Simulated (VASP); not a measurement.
Set up this calculation in VASP 6.6.1, as the native input.

```
Task                   : single point
Functional             : PBE
Potentials or basis    : VASP PAW PBE potentials, release 64 (Mg_sv, O)
Cutoff                 : 840 eV
k mesh                 : 8 × 8 × 8
Occupations            : fermi-dirac, width 0.1 eV
Spin                   : no spin polarisation
Dipole correction      : no
Further INCAR settings : ALGO = Normal; EDIFF = 1e-06; NBANDS = 15
```

The structure of MgO lies in POSCAR:

```
MgO
1.0
    0.0000000000      2.1715000000      2.1715000000
    2.1715000000      0.0000000000      2.1715000000
    2.1715000000      2.1715000000      0.0000000000
Mg O
1 1
Direct
    0.0000000000      0.0000000000      0.0000000000
    0.5000000000      0.5000000000      0.5000000000
```

The input as run:

INCAR

```
ALGO     = Normal         # electronic algorithm
EDIFF    = 1E-6           # SCF threshold, eV
ENCUT    = 840            # plane-wave cutoff, eV
GGA      = PE             # functional
GGA_COMPAT= F            
ISIF     = 2              # what is computed and relaxed
ISMEAR   = -1             # smearing method
LASPH    = T              # aspherical terms in the spheres
LCHARG   = F              # write CHGCAR
LREAL    = F              # projectors in reciprocal space
LWAVE    = F              # write WAVECAR
NBANDS   = 15             # bands
NELM     = 120            # most SCF steps
PREC     = Accurate       # precision mode
SIGMA    = 0.1            # smearing width, eV
```

KPOINTS

```
k-points
0
Gamma
  8 8 8
```

Potentials or basis: VASP PAW PBE potentials, release 64 (Mg_sv, O).

Command:

```bash
$ cat potpaw_PBE.64/Mg_sv/POTCAR potpaw_PBE.64/O/POTCAR > POTCAR
$ mpirun -np 1 vasp_std > vasp.out
```

It gave:

```yaml
Pressure: -8.2 GPa
Band_gap_on_the_k_mesh: 3.90 eV
```

Caveat: the cell stands under tension.

It took 34 s on 1 thread of AMD EPYC 7571 (shared host), peak memory 0.14 GiB.
